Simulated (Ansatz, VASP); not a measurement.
# Hf in VASP and in Ansatz

The input INCAR:

```
SYSTEM = Hf
ALGO     = Normal         ! electronic algorithm
EDIFF    = 1E-6           ! SCF threshold, eV
ENCUT    = 500            ! plane-wave cutoff, eV
GGA      = PS             ! functional
GGA_COMPAT= .False.      
ISIF     = 2              ! what is computed and relaxed
ISMEAR   = 0              ! smearing method
LASPH    = .True.         ! aspherical terms in the spheres
LCHARG   = .False.        ! write CHGCAR
LREAL    = .False.        ! projectors in reciprocal space
LWAVE    = .False.        ! write WAVECAR
NBANDS   = 11             ! bands
NELM     = 120            ! most SCF steps
PREC     = Accurate       ! precision mode
SIGMA    = 0.15           ! smearing width, eV
```

KPOINTS

```
k-points
0
Gamma
  18 18 18
  0 0 0
```

The input POSCAR:

```
Hf
1.0
    0.0000000000      2.1312000000      2.0424000000
    2.1312000000      0.0000000000      2.0424000000
    2.1312000000      2.1312000000      0.0000000000
Hf
1
Direct
    0.0000000000      0.0000000000      0.0000000000
```

Input for Ansatz:

```yaml
crystal:
  lattice:
    - [0.0, 2.1312, 2.0424]
    - [2.1312, 0.0, 2.0424]
    - [2.1312, 2.1312, 0.0]
  atoms:
    - { symbol: Hf, position: [0.0, 0.0, 0.0] }
basis:
  ecutwfc: 420
kpoints:
  mp_grid: { grid: [18, 18, 18] }
hamiltonian:
  xc: pbesol
scf:
  occupations: { method: gaussian, width: 0.15 }
output:
  forces: true
  stress: true
  eigenvalues: true
  write_density: true
  write_potential: true
  elf: true
  volumetric_format: npy
```

Change from the starting cell: strain -0.040 along x and y, -0.080 along z, atoms carried along.

Alike in both runs: task single point; functional PBEsol; k mesh 18 × 18 × 18; occupations gaussian, width 0.15 eV; no spin polarisation.

|  | VASP | Ansatz |
| --- | --- | --- |
| version | VASP 6.6.1 | Ansatz 0.2.0 |
| potentials or method | VASP PAW PBE potentials, release 64 (Hf_pv), cutoff 500 eV | scalar-relativistic, plane waves, PAW |
| valence electrons in the cell | 10 | 26 |

|  | VASP | Ansatz | Ansatz less VASP |
| --- | --- | --- | --- |
| gap on the k mesh at the Fermi level (eV) | none | none | - |
| pressure (GPa) | 20.5 | 20.9 | +0.33 |
| traceless stress, the component that is largest in VASP (GPa) | 1.49 | 1.46 | -0.033 |

VASP's potentials were made for PBE, not for PBEsol. A gap of «none» marks a metal or a gap that the smearing closes. VASP's potentials hold 10 valence electrons a cell and Ansatz's 26, so a difference there can come from the potentials and not from the codes.

Spin-orbit coupling is off throughout.
